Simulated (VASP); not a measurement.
# BN (F-43m) in VASP: notebook, part 2 of 2

VASP 6.6.1. The steps go on from the part before.

## (4) Relaxation of cell and atoms, PBE, target pressure 60 GPa, at which the enthalpy is minimised

Input file INCAR:

```
SYSTEM = BN
PREC     = Accurate       ! precision mode
ENCUT    = 600            ! plane-wave cutoff, eV
EDIFF    = 1E-7           ! SCF threshold, eV
ISMEAR   = 0              ! smearing method
SIGMA    = 0.01           ! smearing width, eV
LREAL    = .FALSE.        ! projectors in reciprocal space
LASPH    = .TRUE.         ! aspherical terms in the spheres
NELM     = 120            ! most SCF steps
ALGO     = Normal         ! electronic algorithm
ISIF     = 3              ! what is computed and relaxed
LWAVE    = .FALSE.        ! write WAVECAR
LCHARG   = .FALSE.        ! write CHGCAR
GGA      = PE             ! functional
IBRION   = 2              ! ionic algorithm
NSW      = 80             ! ionic steps
EDIFFG   = -0.03          ! ionic threshold
PSTRESS  = 600.0        
GGA_COMPAT= .FALSE.      
NELMIN   = 4
```

Input file KPOINTS:

```
regular mesh
0
G
  11 11 11
  0 0 0
```

Input file POSCAR:

```
BN
1.0
    0.0000000000      1.8000000000      1.8000000000
    1.8000000000      0.0000000000      1.8000000000
    1.8000000000      1.8000000000      0.0000000000
B N
1 1
Direct
    0.0000000000      0.0000000000      0.0000000000
    0.2500000000      0.2500000000      0.2500000000
```

Potentials or basis: VASP PAW PBE potentials, release 64 (B, N).

The run is started by

```console
> cat potpaw_PBE.64/B/POTCAR potpaw_PBE.64/N/POTCAR > POTCAR
> mpirun -np 1 vasp_std > vasp.out
```

OUTCAR:

```text
SYSTEM = BN
   PREC = Accurate
   ENCUT = 600
   EDIFF = 1E-7
   ISMEAR = 0
   LREAL = .FALSE.
   LASPH = .TRUE.
   NELM = 120
   ISIF = 3
   GGA = PE
   IBRION = 2
   NSW = 80
   EDIFFG = -0.03
   PSTRESS = 600.0
   NELMIN = 4

 ion  position               nearest neighbor table
   1  0.000  0.000  0.000-   2 1.56   2 1.56   2 1.56   2 1.56
   2  0.250  0.250  0.250-   1 1.56   1 1.56   1 1.56   1 1.56

  LATTYP: Found a face centered cubic cell.
 ALAT       =     3.6000000000

  Lattice vectors:

 A1 = (   0.0000000000,   1.8000000000,   1.8000000000)
 A2 = (   1.8000000000,   0.0000000000,   1.8000000000)
 A3 = (   1.8000000000,   1.8000000000,   0.0000000000)

Analysis of symmetry for initial positions (statically):
=====================================================================
 Subroutine PRICEL returns:
 Original cell was already a primitive cell.

 Routine SETGRP: Setting up the symmetry group for a
 face centered cubic supercell.

 Subroutine GETGRP returns: Found 24 space group operations
 (whereof 24 operations were pure point group operations)
 out of a pool of 48 trial point group operations.

The static configuration has the point symmetry T_d .

Analysis of symmetry for dynamics (positions and initial velocities):
=====================================================================
 Subroutine PRICEL returns:
 Original cell was already a primitive cell.

 Routine SETGRP: Setting up the symmetry group for a
 face centered cubic supercell.

 Subroutine GETGRP returns: Found 24 space group operations
 (whereof 24 operations were pure point group operations)
 out of a pool of 48 trial point group operations.

The dynamic configuration has the point symmetry T_d .

 Subroutine INISYM returns: Found 24 space group operations
 (whereof 24 operations are pure point group operations),
 and found     1 'primitive' translations

----------------------------------------------------------------------------------------

                                     Primitive cell

  volume of cell :      11.6640

  direct lattice vectors                    reciprocal lattice vectors
     0.000000000  1.800000000  1.800000000    -0.277777778  0.277777778  0.277777778
     1.800000000  0.000000000  1.800000000     0.277777778 -0.277777778  0.277777778
     1.800000000  1.800000000  0.000000000     0.277777778  0.277777778 -0.277777778

  length of vectors
     2.545584412  2.545584412  2.545584412     0.481125224  0.481125224  0.481125224

  position of ions in fractional coordinates (direct lattice)
     0.000000000  0.000000000  0.000000000
     0.250000000  0.250000000  0.250000000

  ion indices of the primitive-cell ions
   primitive index   ion index
                 1           1
                 2           2

----------------------------------------------------------------------------------------

 KPOINTS: regular mesh

Automatic generation of k-mesh.
 Grid dimensions read from file:
 generate k-points for:   11   11   11

 Generating k-lattice:

  Cartesian coordinates                     Fractional coordinates (reciprocal lattice)
    -0.025252525  0.025252525  0.025252525     0.090909091  0.000000000  0.000000000
     0.025252525 -0.025252525  0.025252525     0.000000000  0.090909091  0.000000000
     0.025252525  0.025252525 -0.025252525     0.000000000  0.000000000  0.090909091

  Length of vectors
     0.043738657  0.043738657  0.043738657

  Shift w.r.t. Gamma in fractional coordinates (k-lattice)
     0.000000000  0.000000000  0.000000000

 Subroutine IBZKPT returns following result:
 ===========================================

 Found     56 irreducible k-points:

 Following reciprocal coordinates:
            Coordinates               Weight
  0.000000  0.000000  0.000000      1.000000
  0.090909  0.000000  0.000000      8.000000
  0.181818  0.000000  0.000000      8.000000
  0.272727  0.000000  0.000000      8.000000
  0.363636  0.000000  0.000000      8.000000
  0.454545  0.000000  0.000000      8.000000
[... 16 lines left out ...]
 -0.272727  0.181818  0.000000     24.000000
 -0.181818  0.181818  0.000000     12.000000
 [... further k-points ...]
   k-points           NKPTS =     56   k-points in BZ     NKDIM =     56   number of bands    NBANDS=      8
   number of dos      NEDOS =    301   number of ions     NIONS =      2
   total plane-waves  NPLWV =   8000
   dimension x,y,z NGX =    20 NGY =   20 NGZ =   20
   dimension x,y,z NGXF=    40 NGYF=   40 NGZF=   40
   ions per type =               1   1
   NGX,Y,Z   is equivalent  to a cutoff of  13.06, 13.06, 13.06 a.u.
   NGXF,Y,Z  is equivalent  to a cutoff of  26.12, 26.12, 26.12 a.u.
 SYSTEM =  BN
   PREC   = accura    normal or accurate (medium, high low for compatibility)
   ISTART =      0    job   : 0-new  1-cont  2-samecut
   ICHARG =      2    charge: 1-file 2-atom 10-const
   ISPIN  =      1    spin polarized calculation?
   LNONCOLLINEAR =      F non collinear calculations
   LSORBIT =      F    spin-orbit coupling
   LASPH  =      T    aspherical Exc in radial PAW
   ENCUT  =  600.0 eV  44.10 Ry    6.64 a.u.   5.08  5.08  5.08*2*pi/ulx,y,z
   NELM   =    120;   NELMIN=  4; NELMDL= -5     # of ELM steps
   EDIFF  = 0.1E-06   stopping-criterion for ELM
   LREAL  =      F    real-space projection
   EDIFFG = -.3E-01   stopping-criterion for IOM
   NSW    =     80    number of steps for IOM
   IBRION =      2    ionic relax: 0-MD 1-quasi-New 2-CG
   NFREE  =      1    steps in history (QN), initial steepest desc. (CG)
   ISIF   =      3    stress and relaxation
   ISYM   =      2    0-nonsym 1-usesym 2-fastsym
   POTIM  = 0.5000    time-step for ionic-motion
   TEBEG  =    0.0;   TEEND  =   0.0 temperature during run
   PSTRESS=  600.0 pullay stress
   NELECT =       8.0000    total number of electrons
   NUPDOWN=      -1.0000    fix difference up-down
   EMIN   =  10.00;   EMAX   =-10.00  energy-range for DOS
   EFERMI =   0.00;   METHOD = LEGACY
   ISMEAR =     0;   SIGMA  =   0.01  broadening in eV -4-tet -1-fermi 0-gaus
   EFERMI_NEDOS =   21; number of points for ismear=-14 and -15
   IALGO  =     38    algorithm
   IMIX   =      4    mixing-type and parameters
     AMIX     =   0.40;   BMIX     =  1.00
     AMIX_MAG =   1.60;   BMIX_MAG =  1.00
  volume/ion in A,a.u.               =       5.83        39.36
  Fermi-wavevector in a.u.,A,eV,Ry     =   1.443740  2.728273 28.359782  2.084385
  Thomas-Fermi vector in A             =   2.562114
   LORBIT       =      0    0 simple, 1 ext, 2 COOP (PROOUT), +10 PAW based schemes
   GGA     = PE    functional components
   LHFCALC =     F    Hartree Fock is set to
   AEXX    =    0.0000 exact exchange contribution
   IVDW    =     0    specifies the selected vdW correction
   LEPSILON=     F    determine dielectric tensor
   LRPA    =     F    only Hartree local field effects (RPA)
 conjugate gradient relaxation of ions
 non-spin polarized calculation
 Gauss-broadening in eV      SIGMA  =   0.01
  energy-cutoff  :      600.00
  volume of cell :       11.66
 maximum number of plane-waves:       397
   NGX = 11   NGY = 11   NGZ = 11

--------------------------------------- Ionic step        1  -------------------------------------------

 number of electron       7.9999999 magnetization

 Free energy of the ion-electron system (eV)
  ---------------------------------------------------
  ext. energy  EPLUGINS =         0.00000000
  ---------------------------------------------------
  free energy    TOTEN  =       -17.44798268 eV

  energy without entropy =      -17.44798268  energy(sigma->0) =      -17.44798268

------------------------ aborting loop because EDIFF is reached ----------------------------------------

  FORCE on cell =-STRESS in cart. coord.  units (eV):
  Direction    XX          YY          ZZ          XY          YZ          ZX
  --------------------------------------------------------------------------------------
  -------------------------------------------------------------------------------------
  Total        0.5769905      0.5769905      0.5769905      0.0000000      0.0000000      0.0000000
  in kB       79.2559252     79.2559252     79.2559252      0.0000000      0.0000000      0.0000000
  external PRESSURE =    -520.7440748 kB  Pullay stress =     600.0000000 kB
[... 25 lines left out ...]
--------------------------------------- Ionic step        2  -------------------------------------------

 number of electron       8.0000000 magnetization

 E-fermi :  11.6792     XC(G=0): -14.3680

 val. band max:       11.5852095555   @ k =   0.0000   0.0000   0.0000
 cond. band min:      16.4458029277   @ k =   0.4545   0.4545   0.0000
 fundamental gap:      4.8605933721
 Fermi energy:        11.6791802982

 k-point     1 :       0.0000    0.0000    0.0000
  band No.  band energies     occupation
      1     -12.4867      2.00000
      2      11.5852      2.00000
      3      11.5852      2.00000
      4      11.5852      2.00000
      5      21.8382      0.00000
      6      21.8382      0.00000
      7      21.8382      0.00000
      8      27.2676      0.00000
[... 328 lines left out ...]
--------------------------------------- Ionic step        4  -------------------------------------------

 number of electron       8.0000002 magnetization

 Free energy of the ion-electron system (eV)
  ---------------------------------------------------
  ext. energy  EPLUGINS =         0.00000000
  ---------------------------------------------------
  free energy    TOTEN  =       -17.21573521 eV

  energy without entropy =      -17.21573521  energy(sigma->0) =      -17.21573521

 E-fermi :   9.0022     XC(G=0): -13.4172

 val. band max:        8.9349672746   @ k =   0.0000   0.0000   0.0000
 cond. band min:      13.6285227542   @ k =   0.4545   0.4545   0.0000
 fundamental gap:      4.6935554796
 Fermi energy:         9.0021668631

 k-point     1 :       0.0000    0.0000    0.0000
  band No.  band energies     occupation
      1     -12.7087      2.00000
      2       8.9350      2.00000
      3       8.9350      2.00000
      4       8.9350      2.00000
      5      18.3203      0.00000
      6      18.3203      0.00000
      7      18.3203      0.00000
      8      21.2825      0.00000
[... 286 lines left out ...]
  energy  without entropy=      -17.2157352132  energy(sigma->0) =      -17.21573521

  enthalpy is  TOTEN    =       -13.2871329863 eV   P V=        3.9286022269

 reached required accuracy - stopping structural energy minimisation
```

Run time: 12 s. Hardware: 1 thread of AMD EPYC 7R13 (Zen 3), shared host; peak memory 0.09 GiB.

What came out:

- Free energy: -17.2157 eV
- Relaxed volume: 5.25 Å³/atom
- Relaxed cell: a = 2.457 Å, b = 2.457 Å, c = 2.457 Å, α = 60.00°, β = 60.00°, γ = 60.00°
- Space group after relaxing (to 0.1 Å): F-43m (No. 216)
- Energy change on relaxing (the run minimises the enthalpy): +116.1 meV/atom
- Ionic steps: 4
- Pressure after relaxing: 59.5 GPa
- Band gap on the k mesh: 4.69 eV (least direct gap 9.39 eV)

The path:
```csv
step,energy change (eV),largest force (eV/Å),pressure (GPa),volume (Å³)
1,0.0000,0.0000,7.93,11.66
2,1.5558,0.0000,201.12,8.75
3,0.2129,0.0000,56.63,10.54
4,0.2322,0.0000,59.55,10.49
```

Final structure:
```yaml
crystal:
  lattice:
    - [0.00000, 1.73749, 1.73749]
    - [1.73749, 0.00000, 1.73749]
    - [1.73749, 1.73749, 0.00000]
  atoms:
    - { symbol: B, position: [0.00000, 0.00000, 0.00000] }
    - { symbol: N, position: [0.25000, 0.25000, 0.25000] }
```

Levels at points of the mesh, in eV from the valence-band top:
| k point | band 1 | band 2 | band 3 | band 4 | band 5 | band 6 | band 7 | band 8 |
| --- | --- | --- | --- | --- | --- | --- | --- | --- |
| (0.00, 0.00, 0.00) | -21.64 | 0.00 | 0.00 | 0.00 | 9.39 | 9.39 | 9.39 | 12.35 |

Caveat: the cell is relaxed towards a set pressure, so the run minimises the enthalpy, not the energy; an odd mesh through Γ misses points on the zone boundary, where band edges can lie.

## (5) Overview

| cell | gap on the mesh (eV) | pressure (GPa) |
| --- | --- | --- |
| relaxed to 20 GPa | 4.61 | 19.9 |
| relaxed to 40 GPa | 4.66 | 39.9 |
| relaxed to 60 GPa | 4.69 | 59.5 |

Alike in all rows: task relaxation of cell and atoms; level PBE; potentials or basis VASP PAW PBE potentials, release 64 (B, N); no spin polarisation; k mesh 11 × 11 × 11; cutoff (eV) 600; smearing gaussian 0.01 eV.

Caveats: the cell is relaxed towards a set pressure, so the run minimises the enthalpy, not the energy; an odd mesh through Γ misses points on the zone boundary, where band edges can lie.

Absolute energies hang on the potentials; compare differences alone.
